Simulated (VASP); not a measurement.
Set up this calculation in VASP 6.6.1, as the native input.

| Item | Value |
| --- | --- |
| Task | single point |
| Functional | PBE |
| Potentials or basis | VASP PAW PBE potentials, release 64 (Sn_d, P) |
| Cutoff | 500 eV |
| k mesh | 6 × 6 × 4 |
| Occupations | gaussian, width 0.1 eV |
| Spin | no spin polarisation |
| Dipole correction | no |
| Further INCAR settings | ALGO = Normal; EDIFF = 1e-06; NBANDS = 28 |

The structure of SnP5 lies in POSCAR:

```
SnP5
1.0
    5.3531149943     -0.0000000028      0.0000000000
   -2.6765574947      4.6359335758      0.0000000000
    0.0000000000      0.0000000000      4.1729781747
Sn P
1 5
Direct
    0.0000000000      0.0000000000      0.0000000000
    0.5000000000      0.0000000000      0.5000000000
    0.5000000000      0.5000000000      0.5000000000
    0.0000000000      0.5000000000      0.5000000000
    0.3333333333      0.6666666667      0.0000000000
    0.6666666667      0.3333333333      0.0000000000
```

The cell was generated, and may not be a known phase.

One way to write it, as run:

INCAR

```
PREC = Accurate
ENCUT = 500
EDIFF = 1E-6
ISMEAR = 0
SIGMA = 0.1
LREAL = False
LASPH = True
NELM = 120
ALGO = Normal
ISIF = 2
LWAVE = False
LCHARG = True
GGA = PE
LELF = True
LVHAR = True
NBANDS = 28
GGA_COMPAT = False
```

KPOINTS

```
regular mesh
0
Gamma
  6 6 4
```

Potentials or basis: VASP PAW PBE potentials, release 64 (Sn_d, P).

Run with:

```console
$ cat potpaw_PBE.64/Sn_d/POTCAR potpaw_PBE.64/P/POTCAR > POTCAR
$ mpirun -np 1 vasp_std > vasp.out
```

It gave:

The pressure is -0.1 GPa. The band gap on the k mesh is zero (an odd number of electrons rules out a gap without spin polarisation).

Caveat: the k points lie up to 0.38 Å⁻¹ apart, too coarse for converged energies and pressures of a metal; spin-orbit coupling is left out, which moves the levels of the heavy elements; an odd number of electrons without spin polarisation forces a metal; a magnetic or distorted state may lie lower.

Run time: 91 s on 1 thread of Intel Xeon 8259CL, with other jobs on the host, peak memory 0.19 GiB.
